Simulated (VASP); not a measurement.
# SnH (P4/mmm) in VASP: notebook

SnH is run at these levels: PBE; tasks: single point, relaxation of cell and atoms.

Everything below comes from runs of VASP 6.6.1. Logs are shortened: lines on timing, memory, paths and dates and some standing lists are left out, and cuts for length are marked.

**1. The cell of the first run**

The structure is tetragonal, space group P4/mmm (No. 123). Conventional cell: a = 3.049 Å, b = 3.049 Å, c = 3.366 Å, α = 90.00°, β = 90.00°, γ = 90.00°. Within 3.6 Å of Sn (site symmetry 4/mmm) lie 8 H at 2.73 Å and 6 Sn at 3.05 to 3.37 Å. Within 3.6 Å of H (site symmetry 4/mmm) lie 8 Sn at 2.73 Å and 6 H at 3.05 to 3.37 Å.

The cell was generated, and may not be a known phase.

**2. Single point, PBE**

INCAR reads:

```
SYSTEM = SnH
PREC = Accurate
ENCUT = 520
EDIFF = 1E-7
ISMEAR = 0
SIGMA = 0.1
LREAL = .False.
LASPH = .True.
NELM = 60
ALGO = Normal
ISIF = 2
LWAVE = .False.
LCHARG = .False.
GGA = PE
NBANDS = 14
```

KPOINTS reads:

```
regular mesh
0
Gamma
  6 6 4
  0 0 0
```

POSCAR reads:

```
SnH
1.0
    3.0487795830      0.0000000000      0.0000000000
    0.0000000000      3.0487795830      0.0000000000
    0.0000000000      0.0000000000      3.3660213594
Sn H
1 1
Direct
    0.0000000000      0.0000000000      0.0000000000
    0.5000000000      0.5000000000      0.5000000000
```

Potentials or basis: VASP PAW PBE potentials, release 64 (Sn_d, H).

Run with:

```sh
$ cat potpaw_PBE.64/Sn_d/POTCAR potpaw_PBE.64/H/POTCAR > POTCAR
$ mpirun -np 1 vasp_std > vasp.out
```

OUTCAR:

```text
SYSTEM = SnH
   PREC = Accurate
   ENCUT = 520
   EDIFF = 1E-7
   ISMEAR = 0
   LREAL = .False.
   LASPH = .True.
   NELM = 60
   ISIF = 2
   GGA = PE

 ion  position               nearest neighbor table
   1  0.000  0.000  0.000-
   2  0.500  0.500  0.500-

  LATTYP: Found a simple tetragonal cell.
 ALAT       =     3.0487795830
 C/A-ratio  =     1.1040553335

  Lattice vectors:

 A1 = (   3.0487795830,   0.0000000000,   0.0000000000)
 A2 = (   0.0000000000,   3.0487795830,   0.0000000000)
 A3 = (   0.0000000000,   0.0000000000,   3.3660213594)

Analysis of symmetry for initial positions (statically):
=====================================================================
 Subroutine PRICEL returns:
 Original cell was already a primitive cell.

 Routine SETGRP: Setting up the symmetry group for a
 simple tetragonal supercell.

 Subroutine GETGRP returns: Found 16 space group operations
 (whereof 16 operations were pure point group operations)
 out of a pool of 16 trial point group operations.

The static configuration has the point symmetry D_4h.

Analysis of symmetry for dynamics (positions and initial velocities):
=====================================================================
 Subroutine PRICEL returns:
 Original cell was already a primitive cell.

 Routine SETGRP: Setting up the symmetry group for a
 simple tetragonal supercell.

 Subroutine GETGRP returns: Found 16 space group operations
 (whereof 16 operations were pure point group operations)
 out of a pool of 16 trial point group operations.

The dynamic configuration has the point symmetry D_4h.

 Subroutine INISYM returns: Found 16 space group operations
 (whereof 16 operations are pure point group operations),
 and found     1 'primitive' translations

----------------------------------------------------------------------------------------

                                     Primitive cell

  volume of cell :      31.2874

  direct lattice vectors                    reciprocal lattice vectors
     3.048779583  0.000000000  0.000000000     0.328000097  0.000000000  0.000000000
     0.000000000  3.048779583  0.000000000     0.000000000  0.328000097  0.000000000
     0.000000000  0.000000000  3.366021359     0.000000000  0.000000000  0.297086647

  length of vectors
     3.048779583  3.048779583  3.366021359     0.328000097  0.328000097  0.297086647

  position of ions in fractional coordinates (direct lattice)
     0.000000000  0.000000000  0.000000000
     0.500000000  0.500000000  0.500000000

  ion indices of the primitive-cell ions
   primitive index   ion index
                 1           1
                 2           2

----------------------------------------------------------------------------------------

 KPOINTS: regular mesh

Automatic generation of k-mesh.
 Grid dimensions read from file:
 generate k-points for:    6    6    4

 Generating k-lattice:

  Cartesian coordinates                     Fractional coordinates (reciprocal lattice)
     0.054666683  0.000000000  0.000000000     0.166666667  0.000000000  0.000000000
     0.000000000  0.054666683  0.000000000     0.000000000  0.166666667  0.000000000
     0.000000000  0.000000000  0.074271662     0.000000000  0.000000000  0.250000000

  Length of vectors
     0.054666683  0.054666683  0.074271662

  Shift w.r.t. Gamma in fractional coordinates (k-lattice)
     0.000000000  0.000000000  0.000000000

 Subroutine IBZKPT returns following result:
 ===========================================

 Found     30 irreducible k-points:

 Following reciprocal coordinates:
            Coordinates               Weight
  0.000000  0.000000  0.000000      1.000000
  0.166667  0.000000  0.000000      4.000000
  0.333333  0.000000  0.000000      4.000000
  0.500000  0.000000  0.000000      2.000000
  0.166667  0.166667  0.000000      4.000000
  0.333333  0.166667  0.000000      8.000000
[... 16 lines left out ...]
  0.333333  0.000000  0.500000      4.000000
  0.500000  0.000000  0.500000      2.000000
 [... further k-points ...]
   k-points           NKPTS =     30   k-points in BZ     NKDIM =     30   number of bands    NBANDS=     14
   number of dos      NEDOS =    301   number of ions     NIONS =      2
   total plane-waves  NPLWV =  16128
   dimension x,y,z NGX =    24 NGY =   24 NGZ =   28
   dimension x,y,z NGXF=    48 NGYF=   48 NGZF=   56
   ions per type =               1   1
   NGX,Y,Z   is equivalent  to a cutoff of  13.09, 13.09, 13.83 a.u.
   NGXF,Y,Z  is equivalent  to a cutoff of  26.17, 26.17, 27.66 a.u.
 SYSTEM =  SnH
   PREC   = accura    normal or accurate (medium, high low for compatibility)
   ISTART =      0    job   : 0-new  1-cont  2-samecut
   ICHARG =      2    charge: 1-file 2-atom 10-const
   ISPIN  =      1    spin polarized calculation?
   LNONCOLLINEAR =      F non collinear calculations
   LSORBIT =      F    spin-orbit coupling
   LASPH  =      T    aspherical Exc in radial PAW
   ENCUT  =  520.0 eV  38.22 Ry    6.18 a.u.   5.67  5.67  6.26*2*pi/ulx,y,z
   NELM   =     60;   NELMIN=  2; NELMDL= -5     # of ELM steps
   EDIFF  = 0.1E-06   stopping-criterion for ELM
   LREAL  =      F    real-space projection
   EDIFFG = 0.1E-05   stopping-criterion for IOM
   NSW    =      0    number of steps for IOM
   IBRION =     -1    ionic relax: 0-MD 1-quasi-New 2-CG
   NFREE  =      0    steps in history (QN), initial steepest desc. (CG)
   ISIF   =      2    stress and relaxation
   ISYM   =      2    0-nonsym 1-usesym 2-fastsym
   POTIM  = 0.5000    time-step for ionic-motion
   TEBEG  =    0.0;   TEEND  =   0.0 temperature during run
   PSTRESS=    0.0 pullay stress
   NELECT =      15.0000    total number of electrons
   NUPDOWN=      -1.0000    fix difference up-down
   EMIN   =  10.00;   EMAX   =-10.00  energy-range for DOS
   EFERMI =   0.00;   METHOD = LEGACY
   ISMEAR =     0;   SIGMA  =   0.10  broadening in eV -4-tet -1-fermi 0-gaus
   EFERMI_NEDOS =   21; number of points for ismear=-14 and -15
   IALGO  =     38    algorithm
   IMIX   =      4    mixing-type and parameters
     AMIX     =   0.40;   BMIX     =  1.00
     AMIX_MAG =   1.60;   BMIX_MAG =  1.00
  volume/ion in A,a.u.               =      15.64       105.57
  Fermi-wavevector in a.u.,A,eV,Ry     =   1.281294  2.421295 22.336895  1.641715
  Thomas-Fermi vector in A             =   2.413673
   LORBIT       =      0    0 simple, 1 ext, 2 COOP (PROOUT), +10 PAW based schemes
   GGA     = PE    functional components
   LHFCALC =     F    Hartree Fock is set to
   AEXX    =    0.0000 exact exchange contribution
   IVDW    =     0    specifies the selected vdW correction
   LEPSILON=     F    determine dielectric tensor
   LRPA    =     F    only Hartree local field effects (RPA)
 non-spin polarized calculation
 Gauss-broadening in eV      SIGMA  =   0.10
  energy-cutoff  :      520.00
  volume of cell :       31.29
 maximum number of plane-waves:       860
 NGX is ok and might be reduce to    24
   NGX = 11   NGY = 11   NGZ = 13

 number of electron      15.0000011 magnetization

 Free energy of the ion-electron system (eV)
  ---------------------------------------------------
  ext. energy  EPLUGINS =         0.00000000
  ---------------------------------------------------
  free energy    TOTEN  =        -5.92134532 eV

  energy without entropy =       -5.91739495  energy(sigma->0) =       -5.91937013

 E-fermi :   6.9092     XC(G=0): -10.2857

 val. band max:        6.8966004768   @ k =   0.3333   0.1667   0.5000
 cond. band min:       7.0228002608   @ k =   0.5000   0.3333   0.2500
 fundamental gap:      0.1261997841
 Fermi energy:         6.9092361130

 k-point     1 :       0.0000    0.0000    0.0000
  band No.  band energies     occupation
      1     -14.8422      2.00000
      2     -14.7789      2.00000
      3     -14.4977      2.00000
      4     -14.4977      2.00000
      5     -14.4330      2.00000
      6      -4.2913      2.00000
      7       7.7591      0.00000
      8       9.5420      0.00000
      9      12.2839      0.00000
     10      12.2839      0.00000
     11      14.4891      0.00000
     12      15.7003      0.00000
     13      25.1200      0.00000
     14      25.8265      0.00000

 k-point     2 :       0.1667    0.0000    0.0000
  band No.  band energies     occupation
      1     -14.8043      2.00000
      2     -14.7303      2.00000
      3     -14.5267      2.00000
      4     -14.4953      2.00000
      5     -14.4596      2.00000
      6      -3.8261      2.00000
      7       6.6502      1.99975
      8      10.0287      0.00000
      9      10.1332      0.00000
     10      12.7850      0.00000
     11      15.1714      0.00000
     12      19.0428      0.00000
     13      22.2714      0.00000
     14      22.6910      0.00000

 k-point     3 :       0.3333    0.0000    0.0000
  band No.  band energies     occupation
      1     -14.7854      2.00000
      2     -14.5841      2.00000
      3     -14.5753      2.00000
      4     -14.5122      2.00000
      5     -14.4904      2.00000
      6      -2.4255      2.00000
      7       3.3031      2.00000
      8       9.9286      0.00000
      9      11.3309      0.00000
     10      14.1305      0.00000
     11      16.0249      0.00000
     12      18.6623      0.00000
     13      19.0429      0.00000
     14      21.4204      0.00000

 k-point     4 :       0.5000    0.0000    0.0000
  band No.  band energies     occupation
      1     -14.7795      2.00000
      2     -14.6125      2.00000
      3     -14.5383      2.00000
      4     -14.4939      2.00000
      5     -14.4880      2.00000
      6      -0.5540      2.00000
      7       0.5926      2.00000
      8      10.1556      0.00000
      9      12.4068      0.00000
     10      15.2589      0.00000
     11      16.6036      0.00000
     12      16.8048      0.00000
     13      18.1977      0.00000
     14      19.5367      0.00000

 k-point     5 :       0.1667    0.1667    0.0000
  band No.  band energies     occupation
      1     -14.7289      2.00000
      2     -14.7182      2.00000
      3     -14.5252      2.00000
      4     -14.5228      2.00000
      5     -14.4890      2.00000
      6      -3.3608      2.00000
      7       6.4430      2.00000
      8       8.8986      0.00000
      9      10.5160      0.00000
     10      11.3539      0.00000
     11      17.4814      0.00000
[... 276 lines left out ...]
 k-point    22 :       0.1667    0.0000    0.5000
  band No.  band energies     occupation
      1     -14.7827      2.00000
      2     -14.6108      2.00000
      3     -14.5723      2.00000
      4     -14.5332      2.00000
      5     -14.4563      2.00000
      6      -1.2735      2.00000
      7       0.7906      2.00000
      8      10.1736      0.00000
      9      10.6892      0.00000
     10      14.7564      0.00000
     11      16.9918      0.00000
     12      18.7807      0.00000
     13      19.5009      0.00000
     14      22.9153      0.00000

 k-point    23 :       0.3333    0.0000    0.5000
  band No.  band energies     occupation
      1     -14.7282      2.00000
      2     -14.6433      2.00000
      3     -14.5272      2.00000
      4     -14.5080      2.00000
      5     -14.4850      2.00000
      6       0.0733      2.00000
      7       2.1552      2.00000
      8       6.4561      2.00000
      9       7.2544      0.00000
     10      16.1036      0.00000
     11      17.6135      0.00000
     12      19.4789      0.00000
     13      20.5759      0.00000
     14      22.6760      0.00000

 k-point    24 :       0.5000    0.0000    0.5000
  band No.  band energies     occupation
      1     -14.7148      2.00000
      2     -14.6782      2.00000
      3     -14.5337      2.00000
      4     -14.5242      2.00000
      5     -14.4076      2.00000
      6       1.6263      2.00000
      7       3.8832      2.00000
      8       3.9412      2.00000
      9       4.8328      2.00000
     10      17.1372      0.00000
     11      18.8232      0.00000
     12      20.0543      0.00000
     13      20.8936      0.00000
     14      21.8955      0.00000

 [... further k-points ...]
[... 5 lines left out ...]
  --------------------------------------------------------------------------------------
  -------------------------------------------------------------------------------------
  Total       -0.0003094     -0.0003094     -0.0809529      0.0000000      0.0000000     -0.0000000
  in kB       -0.0158422     -0.0158422     -4.1454724      0.0000000      0.0000000     -0.0000000
  external PRESSURE =      -1.3923856 kB  Pullay stress =       0.0000000 kB

 VOLUME and BASIS-vectors are now :
 -----------------------------------------------------------------------------
  energy-cutoff  :      520.00
  volume of cell :       31.29
      direct lattice vectors                 reciprocal lattice vectors
     3.048779583  0.000000000  0.000000000     0.328000097  0.000000000  0.000000000
     0.000000000  3.048779583  0.000000000     0.000000000  0.328000097  0.000000000
     0.000000000  0.000000000  3.366021359     0.000000000  0.000000000  0.297086647

 POSITION                                       TOTAL-FORCE (eV/Angst)
 -----------------------------------------------------------------------------------
      0.00000      0.00000      0.00000         0.000000      0.000000      0.000000
      1.52439      1.52439      1.68301         0.000000      0.000000      0.000000
 -----------------------------------------------------------------------------------
    total drift:                                0.000000      0.000000      0.000000

  FREE ENERGIE OF THE ION-ELECTRON SYSTEM (eV)
  ---------------------------------------------------
  free  energy   TOTEN  =        -5.9213453215 eV

  energy  without entropy=       -5.9173949462  energy(sigma->0) =       -5.91937013
```

It took 4.8 s on 1 thread of Intel Xeon 6975P-C (Granite Rapids), shared host; peak memory 0.15 GiB.

Results:

```yaml
Free_energy: -5.9213 eV
Pressure: -0.1 GPa
Band_gap_on_the_k_mesh: zero (an odd number of electrons rules out a gap without spin polarisation)
```

Stress tensor (GPa, compression positive):
```
 0.00  0.00  0.00
 0.00  0.00  0.00
 0.00  0.00 -0.41
```

Caveat: the k points lie up to 0.47 Å⁻¹ apart, too coarse for converged energies and pressures of a metal; spin-orbit coupling is left out, which moves the levels of the heavy elements; an odd number of electrons without spin polarisation forces a metal; a magnetic or distorted state may lie lower.

[end of part 1 of 2]

The gap in the log of VASP goes by the Fermi energy; the results here count the filled bands.